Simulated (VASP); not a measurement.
Wanted: the native input for a VASP 6.6.1 run.

```
Task                   : single point
Functional             : BLYP
Potentials or basis    : VASP PAW PBE potentials, release 64 (Os)
Cutoff                 : 520 eV
k mesh                 : 11 × 11 × 6
Occupations            : fermi-dirac, width 0.05 eV
Spin                   : no spin polarisation
Dipole correction      : no
Further INCAR settings : ALGO = Fast; EDIFF = 1e-07; NBANDS = 15
```

The structure of Os lies in POSCAR:

```
Os
1.0
    2.7700791260      0.0000000000      0.0000000000
   -1.3850395630      2.3989588936      0.0000000000
    0.0000000000      0.0000000000      4.3765446767
Os
2
Direct
    0.6666666667      0.3333333333      0.7500000000
    0.3333333333      0.6666666667      0.2500000000
```

These files were run (other wordings do the same):

INCAR

```
SYSTEM = Os
PREC     = Accurate       ! precision mode
ENCUT    = 520            ! plane-wave cutoff, eV
EDIFF    = 1E-7           ! SCF threshold, eV
ISMEAR   = -1             ! smearing method
SIGMA    = 0.05           ! smearing width, eV
LREAL    = .False.        ! projectors in reciprocal space
LASPH    = .True.         ! aspherical terms in the spheres
NELM     = 60             ! most SCF steps
ALGO     = Fast           ! electronic algorithm
ISIF     = 2              ! what is computed and relaxed
LWAVE    = .False.        ! write WAVECAR
LCHARG   = .True.         ! write CHGCAR
GGA      = B5             ! functional
ALDAX    = 1.0          
AGGAX    = 1.0          
AGGAC    = 1.0          
ALDAC    = 0.0          
LELF     = .True.         ! ELF
LVHAR    = .True.       
NBANDS   = 15             ! bands
```

KPOINTS

```
regular mesh
0
Gamma
  11 11 6
  0 0 0
```

Potentials or basis: VASP PAW PBE potentials, release 64 (Os).

Launch:

```bash
$ cat potpaw_PBE.64/Os/POTCAR > POTCAR
$ mpirun -np 1 vasp_std > vasp.out
```

It gave:

- Pressure: 12.1 GPa
- Band gap on the k mesh: zero (band 8 reaches 11.43 eV, above the bottom of band 9 at 7.77 eV)

Caveat: the PAW data sets were made with another functional, which shifts forces and pressure a little; spin-orbit coupling is left out, which moves the levels of the heavy elements.

It took 43 s on 1 thread of AMD EPYC 7R13 Processor (Zen 3) (shared host), peak memory 0.13 GiB.
